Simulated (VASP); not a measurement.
## TiB2: relaxation of cell and atoms with PBE

TiB2:

```xyz
3
Lattice="3.0259 0.0000 0.0000 -1.5130 2.6205 0.0000 0.0000 0.0000 3.2288" Properties=species:S:1:pos:R:3 pbc="T T T"
Ti    0.0000    0.0000    0.0000
B     0.0000    1.7470    1.6144
B     1.5130    0.8735    1.6144
```

```json
{"Program": "VASP 6.6.1", "Task": "relaxation of cell and atoms", "Functional": "PBE", "Potentials or basis": "VASP PAW PBE potentials, release 64 (Ti_sv, B)", "Cutoff": "600 eV", "k mesh": "18 × 18 × 14", "Occupations": "gaussian, width 0.1 eV", "Spin": "no spin polarisation", "Dipole correction": "no", "Further INCAR settings": "ALGO = Normal; EDIFF = 1e-06; IBRION = 2; EDIFFG = -0.01; NSW = 100; ISIF = 3"}
```

```yaml
Relaxed_volume: 8.56 Å³/atom
Relaxed_cell: a = 3.032 Å, b = 3.032 Å, c = 3.225 Å, α = 90.00°, β = 90.00°, γ = 120.00°
Space_group_after_relaxing_to_0.1_Å: P6/mmm (No. 191)
Energy_gained_by_relaxing: 0.2 meV/atom
Ionic_steps: 5
Pressure_after_relaxing: 0.0 GPa
Band_gap_on_the_k_mesh: zero (bands 9 and 10 overlap by 0.60 eV)
```

The path:
| step | energy change (eV) | largest force (eV/Å) | pressure (GPa) | volume (Å³) |
| --- | --- | --- | --- | --- |
| 1 | 0.0000 | 0.0000 | 0.95 | 25.60 |
| 2 | -0.0001 | 0.0000 | -1.01 | 25.79 |
| 3 | -0.0005 | 0.0000 | -0.21 | 25.70 |
| 4 | -0.0005 | 0.0000 | -0.12 | 25.70 |
| 5 | -0.0005 | 0.0000 | 0.04 | 25.68 |

Final structure:
```xyz
3
Lattice="3.0321 0.0000 0.0000 -1.5160 2.6258 0.0000 0.0000 0.0000 3.2254" Properties=species:S:1:pos:R:3 pbc="T T T"
Ti    0.0000    0.0000    0.0000
B     0.0000    1.7506    1.6127
B     1.5160    0.8753    1.6127
```

Levels at points of the mesh, in eV from the Fermi level:
| k point | band 6 | band 7 | band 8 | band 9 | band 10 | band 11 | band 12 | band 13 |
| --- | --- | --- | --- | --- | --- | --- | --- | --- |
| (0.00, 0.00, 0.00) | -2.66 | -2.66 | -2.35 | -2.15 | 1.84 | 1.84 | 3.61 | 3.61 |
| (0.50, 0.00, 0.00) | -9.29 | -3.32 | -3.25 | -2.31 | 1.29 | 2.69 | 3.16 | 3.32 |
| (0.00, 0.00, 0.50) | -7.65 | -0.61 | -0.61 | -0.24 | -0.24 | 0.39 | 0.39 | 1.61 |
| (0.50, 0.00, 0.50) | -7.59 | -4.69 | -3.86 | -3.19 | 2.44 | 2.87 | 4.42 | 4.53 |

It took 90 s on 1 thread of Intel(R) Xeon(R) 6975P-C (Granite Rapids) (shared host), peak memory 0.26 GiB.
